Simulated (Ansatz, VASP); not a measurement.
P in VASP and in Ansatz

```
P
1.0
     2.38379    0.00000    0.00000
     0.00000    2.38379    0.00000
     0.00000    0.00000    2.38379
P
1
Direct
  0.00000 0.00000 0.00000
```

Alike in both runs: task single point; functional PBEsol; k mesh 15 × 15 × 15; occupations fermi-dirac, width 0.1 eV; no spin polarisation.

```csv
,VASP,Ansatz
version,VASP 6.6.1,Ansatz 0.2.0
potentials or method,"VASP PAW PBE potentials, release 64 (P), cutoff 500 eV","plane waves (420 eV) with PAW, scalar-relativistic"
valence electrons in the cell,5,5
```

|  | VASP | Ansatz | Ansatz less VASP |
| --- | --- | --- | --- |
| pressure (GPa) | 7.0 | 6.9 | -0.10 |

VASP's potentials were made for PBE, not for PBEsol, and Ansatz warns of the same on its side.
